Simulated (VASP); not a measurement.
# BH3 in VASP: single point with PBE+D3(BJ)

Aim: the single point of BH3 with PBE+D3(BJ).

Everything below comes from runs of VASP 6.6.1. Logs are shortened: lines on timing, memory, paths and dates and some standing lists are left out, and cuts for length are marked.

**1. The cell of the first run**

The cell holds a molecule in a box, 4 atoms: a = 15.000 Å, b = 15.500 Å, c = 16.000 Å, α = 90.00°, β = 90.00°, γ = 90.00°.

**2. Single point, PBE+D3(BJ)**

File INCAR:

```
ALGO     = Normal         # electronic algorithm
EDIFF    = 1E-6           # SCF threshold, eV
ENCUT    = 420            # plane-wave cutoff, eV
GGA      = PE             # functional
GGA_COMPAT= False        
ISIF     = 2              # what is computed and relaxed
ISMEAR   = 0              # smearing method
ISYM     = 0            
IVDW     = 12             # dispersion correction
LASPH    = True           # aspherical terms in the spheres
LCHARG   = False          # write CHGCAR
LREAL    = False          # projectors in reciprocal space
LWAVE    = False          # write WAVECAR
NBANDS   = 11             # bands
NELM     = 120            # most SCF steps
NELMDL   = -8           
PREC     = Accurate       # precision mode
SIGMA    = 0.005          # smearing width, eV
```

File KPOINTS:

```
k-points
0
Gamma
  1 1 1
```

File POSCAR:

```
BH3
1.0
   15.0000000000      0.0000000000      0.0000000000
    0.0000000000     15.5000000000      0.0000000000
    0.0000000000      0.0000000000     16.0000000000
B H
1 3
Direct
    0.4999998448      0.4999984029      0.4999982886
    0.5798488890      0.4994767055      0.4985728266
    0.4605819457      0.5671716308      0.5023859057
    0.4595693206      0.4333532608      0.4990429791
```

Potentials or basis: VASP PAW PBE potentials, release 64 (B, H).

On the command line:

```bash
$ cat potpaw_PBE.64/B/POTCAR potpaw_PBE.64/H/POTCAR > POTCAR
$ mpirun -np 1 vasp_gam > vasp.out
```

OUTCAR:

```text
EDIFF = 1E-6
   ENCUT = 420
   GGA = PE
   ISIF = 2
   ISMEAR = 0
   ISYM = 0
   IVDW = 12
   LASPH = True
   LREAL = False
   NELM = 120
   NELMDL = -8
   PREC = Accurate
 IVDW          = 12

 ion  position               nearest neighbor table
   1  0.500  0.500  0.500-   4 1.20   3 1.20   2 1.20
   2  0.580  0.499  0.499-   1 1.20
   3  0.461  0.567  0.502-   1 1.20
   4  0.460  0.433  0.499-   1 1.20

IMPORTANT INFORMATION: All symmetrisations will be switched off!
NOSYMM: (Re-)initialisation of all symmetry stuff for point group C_1.

----------------------------------------------------------------------------------------

                                     Primitive cell

  volume of cell :    3720.0000

  direct lattice vectors                    reciprocal lattice vectors
    15.000000000  0.000000000  0.000000000     0.066666667  0.000000000  0.000000000
     0.000000000 15.500000000  0.000000000     0.000000000  0.064516129  0.000000000
     0.000000000  0.000000000 16.000000000     0.000000000  0.000000000  0.062500000

  length of vectors
    15.000000000 15.500000000 16.000000000     0.066666667  0.064516129  0.062500000

  position of ions in fractional coordinates (direct lattice)
     0.499999845  0.499998403  0.499998289
     0.579848889  0.499476706  0.498572827
     0.460581946  0.567171631  0.502385906
     0.459569321  0.433353261  0.499042979

  ion indices of the primitive-cell ions
   primitive index   ion index
                 1           1
                 2           2
                 3           3
                 4           4

----------------------------------------------------------------------------------------

 KPOINTS: k-points

Automatic generation of k-mesh.
 Grid dimensions read from file:
 generate k-points for:    1    1    1

 Generating k-lattice:

  Cartesian coordinates                     Fractional coordinates (reciprocal lattice)
     0.066666667  0.000000000  0.000000000     1.000000000  0.000000000  0.000000000
     0.000000000  0.064516129  0.000000000     0.000000000  1.000000000  0.000000000
     0.000000000  0.000000000  0.062500000     0.000000000  0.000000000  1.000000000

  Length of vectors
     0.066666667  0.064516129  0.062500000

  Shift w.r.t. Gamma in fractional coordinates (k-lattice)
     0.000000000  0.000000000  0.000000000

 Subroutine IBZKPT returns following result:
 ===========================================

 Found      1 irreducible k-points:

 Following reciprocal coordinates:
            Coordinates               Weight
  0.000000  0.000000  0.000000      1.000000
   k-points           NKPTS =      1   k-points in BZ     NKDIM =      1   number of bands    NBANDS=     11
   number of dos      NEDOS =    301   number of ions     NIONS =      4
   total plane-waves  NPLWV = ******
   dimension x,y,z NGX =   100 NGY =  108 NGZ =  108
   dimension x,y,z NGXF=   200 NGYF=  216 NGZF=  216
   ions per type =               1   3
   NGX,Y,Z   is equivalent  to a cutoff of  11.08, 11.58, 11.22 a.u.
   NGXF,Y,Z  is equivalent  to a cutoff of  22.17, 23.17, 22.44 a.u.
 SYSTEM =  unknown system
   PREC   = accura    normal or accurate (medium, high low for compatibility)
   ISTART =      0    job   : 0-new  1-cont  2-samecut
   ICHARG =      2    charge: 1-file 2-atom 10-const
   ISPIN  =      1    spin polarized calculation?
   LNONCOLLINEAR =      F non collinear calculations
   LSORBIT =      F    spin-orbit coupling
   LASPH  =      T    aspherical Exc in radial PAW
   ENCUT  =  420.0 eV  30.87 Ry    5.56 a.u.  25.07 25.90 26.74*2*pi/ulx,y,z
   NELM   =    120;   NELMIN=  2; NELMDL= -8     # of ELM steps
   EDIFF  = 0.1E-05   stopping-criterion for ELM
   LREAL  =      F    real-space projection
   EDIFFG = 0.1E-04   stopping-criterion for IOM
   NSW    =      0    number of steps for IOM
   IBRION =     -1    ionic relax: 0-MD 1-quasi-New 2-CG
   NFREE  =      0    steps in history (QN), initial steepest desc. (CG)
   ISIF   =      2    stress and relaxation
   ISYM   =      0    0-nonsym 1-usesym 2-fastsym
   POTIM  = 0.5000    time-step for ionic-motion
   TEBEG  =    0.0;   TEEND  =   0.0 temperature during run
   PSTRESS=    0.0 pullay stress
   NELECT =       6.0000    total number of electrons
   NUPDOWN=      -1.0000    fix difference up-down
   EMIN   =  10.00;   EMAX   =-10.00  energy-range for DOS
   EFERMI =   0.00;   METHOD = LEGACY
   ISMEAR =     0;   SIGMA  =   0.01  broadening in eV -4-tet -1-fermi 0-gaus
   EFERMI_NEDOS =   21; number of points for ismear=-14 and -15
   IALGO  =     38    algorithm
   IMIX   =      4    mixing-type and parameters
     AMIX     =   0.40;   BMIX     =  1.00
     AMIX_MAG =   1.60;   BMIX_MAG =  1.00
  volume/ion in A,a.u.               =     930.00      6275.95
  Fermi-wavevector in a.u.,A,eV,Ry     =   0.191990  0.362808  0.501511  0.036860
  Thomas-Fermi vector in A             =   0.934314
   LORBIT       =      0    0 simple, 1 ext, 2 COOP (PROOUT), +10 PAW based schemes
   GGA     = PE    functional components
   LHFCALC =     F    Hartree Fock is set to
   AEXX    =    0.0000 exact exchange contribution
   IVDW    =    12    specifies the selected vdW correction
   LEPSILON=     F    determine dielectric tensor
   LRPA    =     F    only Hartree local field effects (RPA)
 non-spin polarized calculation
 Gauss-broadening in eV      SIGMA  =   0.01
  energy-cutoff  :      420.00
  volume of cell :     3720.00
 maximum number of plane-waves:     36345
   NGX = 51   NGY = 51   NGZ = 53

 number of electron       5.9999998 magnetization

 Free energy of the ion-electron system (eV)
  ---------------------------------------------------
  ext. energy  EPLUGINS =         0.00000000
  ---------------------------------------------------
  free energy    TOTEN  =       -15.86621690 eV

  energy without entropy =      -15.86621690  energy(sigma->0) =      -15.86621690

 E-fermi :  -8.4004     XC(G=0):  -0.2114

 val. band max:       -8.4318993158   @ k =   0.0000   0.0000   0.0000
 cond. band min:      -3.0239940162   @ k =   0.0000   0.0000   0.0000
 fundamental gap:      5.4079052997
 Fermi energy:        -8.4003815486

 k-point     1 :       0.0000    0.0000    0.0000
  band No.  band energies     occupation
      1     -12.5445      2.00000
      2      -8.4322      2.00000
      3      -8.4319      2.00000
      4      -3.0240      0.00000
      5      -0.2032      0.00000
      6       0.3347      0.00000
      7       0.4640      0.00000
      8       0.4963      0.00000
      9       0.5329      0.00000
     10       0.5791      0.00000
     11       0.6183      0.00000

------------------------ aborting loop because EDIFF is reached ----------------------------------------

 Edisp (eV)   -0.02285

 E8    (eV) :    -0.0062

  FORCE on cell =-STRESS in cart. coord.  units (eV):
  Direction    XX          YY          ZZ          XY          YZ          ZX
  --------------------------------------------------------------------------------------
  -------------------------------------------------------------------------------------
  Total      -0.11434    -0.11333    -0.14620    -0.00022     0.00091    -0.00063
  in kB      -0.04925    -0.04881    -0.06297    -0.00010     0.00039    -0.00027
  external pressure =       -0.05 kB  Pullay stress =        0.00 kB

 VOLUME and BASIS-vectors are now :
 -----------------------------------------------------------------------------
  energy-cutoff  :      420.00
  volume of cell :     3720.00
      direct lattice vectors                 reciprocal lattice vectors
    15.000000000  0.000000000  0.000000000     0.066666667  0.000000000  0.000000000
     0.000000000 15.500000000  0.000000000     0.000000000  0.064516129  0.000000000
     0.000000000  0.000000000 16.000000000     0.000000000  0.000000000  0.062500000

 POSITION                                       TOTAL-FORCE (eV/Angst)
 -----------------------------------------------------------------------------------
      7.50000      7.74998      7.99997         0.000308      0.000378      0.000423
      8.69773      7.74189      7.97717         0.018736     -0.000380     -0.000467
      6.90873      8.79116      8.03817        -0.009497      0.016636      0.000459
      6.89354      6.71698      7.98469        -0.009547     -0.016634     -0.000416
 -----------------------------------------------------------------------------------
    total drift:                               -0.000174      0.000177     -0.000105

  FREE ENERGIE OF THE ION-ELECTRON SYSTEM (eV)
  ---------------------------------------------------
  free  energy   TOTEN  =       -15.8890712258 eV

  energy  without entropy=      -15.8890712258  energy(sigma->0) =      -15.88907123
```

It took 3.1 min on 1 thread of Intel Xeon Platinum 8259CL at 2.50GHz (Skylake/Cascade Lake), shared host; peak memory 1.6 GiB.

What came out:

```yaml
Free_energy: -15.8891 eV
Largest_force: 0.019 eV/Å
Gap_between_the_frontier_levels: 5.41 eV
Dispersion_energy_per_atom: -0.006 eV
```

Forces in eV/Å, atoms in the order of the input:
```
B    0.000  0.000  0.000
H    0.019  0.000  0.000
H   -0.009  0.017  0.000
H   -0.010 -0.017  0.000
```
